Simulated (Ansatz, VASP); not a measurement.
Two plane-wave programs on RbBr

```
CELL_PARAMETERS angstrom
4.12793 0.00000 0.00000
0.00000 4.12793 0.00000
0.00000 0.00000 4.12793
ATOMIC_POSITIONS crystal
Rb 0.00000 0.00000 0.00000
Br 0.50000 0.50000 0.50000
```

Alike in both runs: task single point; functional r2SCAN; k mesh 6 × 6 × 6; no spin polarisation.

|  | VASP | Ansatz |
| --- | --- | --- |
| version | VASP 6.6.1 | Ansatz 0.2.0 |
| potentials or method | VASP PAW PBE potentials, release 64 (Rb_sv, Br) | plane waves, PAW |
| plane-wave cutoff (eV) | 520 | 500 |
| occupations | gaussian, width 0.01 eV | fixed |
| valence electrons in the cell | 16 | 16 |

VASP gave:

```
gap on the k mesh at the Fermi level (eV) : 4.83
pressure (GPa)                            : 0.0
```

What did Ansatz give for the same quantities?

gap on the k mesh at the Fermi level (eV): 4.82; pressure (GPa): 0.0.

VASP's potentials were made for PBE, not for r2SCAN.
